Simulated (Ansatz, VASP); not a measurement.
# Li2O: VASP beside Ansatz

INCAR

```
SYSTEM = Li2O
PREC = Accurate
ENCUT = 750
EDIFF = 1E-6
ISMEAR = -1
SIGMA = 0.03
LREAL = .False.
LASPH = .True.
NELM = 120
ALGO = Normal
ISIF = 2
LWAVE = .False.
LCHARG = .False.
GGA = PS
NBANDS = 13
GGA_COMPAT = .False.
```

Contents of KPOINTS:

```
Automatic mesh
0
Gamma
  9 9 9
  0 0 0
```

File POSCAR:

```
Li2O
1.0
    0.0000000000      2.3247951477      2.3247951477
    2.3247951477      0.0000000000      2.3247951477
    2.3247951477      2.3247951477      0.0000000000
Li O
2 1
Direct
    0.2500000000      0.2500000000      0.2500000000
    0.7500000000      0.7500000000      0.7500000000
    0.0000000000      0.0000000000      0.0000000000
```

Input for Ansatz:

```yaml
crystal:
  lattice:
    - [0.0, 2.3247951477, 2.3247951477]
    - [2.3247951477, 0.0, 2.3247951477]
    - [2.3247951477, 2.3247951477, 0.0]
  atoms:
    - { symbol: Li, position: [0.25, 0.25, 0.25] }
    - { symbol: Li, position: [0.75, 0.75, 0.75] }
    - { symbol: O, position: [0.0, 0.0, 0.0] }
kpoints:
  mp_grid: { grid: [9, 9, 9] }
  band_path:
    path:
      - [0.0, 0.0, 0.0]
      - [0.5, 0.0, 0.5]
      - [0.625, 0.25, 0.625]
      - [0.375, 0.375, 0.75]
      - [0.0, 0.0, 0.0]
      - [0.5, 0.5, 0.5]
      - [0.5, 0.25, 0.75]
      - [0.5, 0.0, 0.5]
    npoints: 5
scf:
  occupations: { method: fermi_dirac, width: 0.03 }
hamiltonian:
  xc: pbesol
  pseudopotentials: { kind: all_electron, lapw: { basis_error: 0.0005 } }
output:
  forces: true
  stress: true
  eigenvalues: true
```

Change from the starting cell: volume scaled by 1.02.

Alike in both runs: task single point; functional PBEsol; k mesh 9 × 9 × 9; occupations fermi-dirac, width 0.03 eV; no spin polarisation.

```csv
,VASP,Ansatz
version,VASP 6.6.1,Ansatz 0.2.0
potentials or method,"VASP PAW PBE potentials, release 64 (Li_sv, O), cutoff 750 eV","all-electron LAPW, scalar-relativistic"
```

VASP gave:

* gap on the k mesh at the Fermi level (eV): 4.89
* pressure (GPa): -3.4

Question: What did Ansatz give for the same quantities?

Answer: gap on the k mesh at the Fermi level (eV): 4.89; pressure (GPa): -3.5.

VASP's potentials were made for PBE, not for PBEsol. Ansatz ran all-electron here, and VASP with PAW potentials.
